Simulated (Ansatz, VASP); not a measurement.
## One calculation of In3GaSb2N2, two programs

```
In Ga Sb N
1.0
     3.33690    0.00000    0.00000
    -1.66845    2.88984    0.00000
     0.00000    0.00000   17.92295
In Ga Sb N
3 1 2 2
Direct
  0.66667 0.33333 0.52418
  0.33333 0.66667 0.18034
  0.33333 0.66667 0.86338
  0.00000 0.00000 0.02239
  0.66667 0.33333 0.69679
  0.33333 0.66667 0.34260
  0.00000 0.00000 0.13108
  0.33333 0.66667 0.98924
```

Alike in both runs: functional PBE; k mesh 12 × 12 × 2; occupations gaussian, width 0.1 eV; no spin polarisation.

Ansatz relaxed the structure, and its values are those at the end. VASP's run is a single point on that final structure, the one shown.

|  | VASP | Ansatz |
| --- | --- | --- |
| version | VASP 6.6.1 | Ansatz 0.2.0 |
| potentials or method | VASP PAW PBE potentials, release 64 (In_d, Ga_d, Sb, N), cutoff 520 eV | scalar-relativistic, plane waves, PAW |
| valence electrons in the cell | 72 | 92 |

Ansatz gave:

- gap on the k mesh at the Fermi level (eV): none
- pressure (GPa): 0.0
- rms of the force components (eV/Å): 0.001

Q: Estimate VASP's values.

A: gap on the k mesh at the Fermi level (eV): none; pressure (GPa): 0.0; rms of the force components (eV/Å): 0.006.

A gap of «none» marks a metal or a gap that the smearing closes. VASP's potentials hold 72 valence electrons a cell and Ansatz's 92, so a difference there can come from the potentials and not from the codes.

Spin-orbit coupling is off throughout.
